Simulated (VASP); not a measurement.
Here is a VASP 6.6.1 calculation.

File INCAR:

```
ALGO     = Normal         # electronic algorithm
EDIFF    = 1E-6           # SCF threshold, eV
EDIFFG   = -0.01          # ionic threshold
ENCUT    = 600            # plane-wave cutoff, eV
GGA      = PE             # functional
IBRION   = 2              # ionic algorithm
ISIF     = 4              # what is computed and relaxed
ISMEAR   = 0              # smearing method
IVDW     = 12             # dispersion correction
LASPH    = True           # aspherical terms in the spheres
LCHARG   = False          # write CHGCAR
LREAL    = False          # projectors in reciprocal space
LWAVE    = False          # write WAVECAR
NELM     = 60             # most SCF steps
NSW      = 60             # ionic steps
PREC     = Accurate       # precision mode
SIGMA    = 0.05           # smearing width, eV
```

File KPOINTS:

```
k-points
0
Gamma
  12 12 6
```

Contents of POSCAR:

```
BN
1.0
    2.5750916768      0.0000000000      0.0000000000
   -1.2875458384      2.2300948092      0.0000000000
    0.0000000000      0.0000000000      4.2588893946
B N
2 2
Direct
    0.6666666667      0.3333333333      0.0002396181
    0.3333333333      0.6666666667      0.5002396181
    0.6666666667      0.3333333333      0.3747603819
    0.3333333333      0.6666666667      0.8747603819
```

Potentials or basis: VASP PAW PBE potentials, release 64 (B, N).

The run is started by

```bash
$ cat potpaw_PBE.64/B/POTCAR potpaw_PBE.64/N/POTCAR > POTCAR
$ mpirun -np 1 vasp_std > vasp.out
```

**Question.** What does it give for the band gap on the k mesh?

**Answer.** 5.26 eV, indirect (least direct gap 8.12 eV).

**Question.** Predict the dispersion energy per atom.

**Answer.** -0.202 eV.

Final structure:
```cif
data_structure
_symmetry_space_group_name_H-M 'P 1'
_symmetry_Int_Tables_number 1
_cell_length_a 2.5753
_cell_length_b 2.5753
_cell_length_c 4.2583
_cell_angle_alpha 90.000
_cell_angle_beta 90.000
_cell_angle_gamma 120.000
_cell_volume 24.46
loop_
_atom_site_label
_atom_site_type_symbol
_atom_site_fract_x
_atom_site_fract_y
_atom_site_fract_z
_atom_site_occupancy
B1 B 0.66667 0.33333 0.00010 1
B2 B 0.33333 0.66667 0.50010 1
N1 N 0.66667 0.33333 0.37490 1
N2 N 0.33333 0.66667 0.87490 1
```

 A k mesh can miss the band edges.
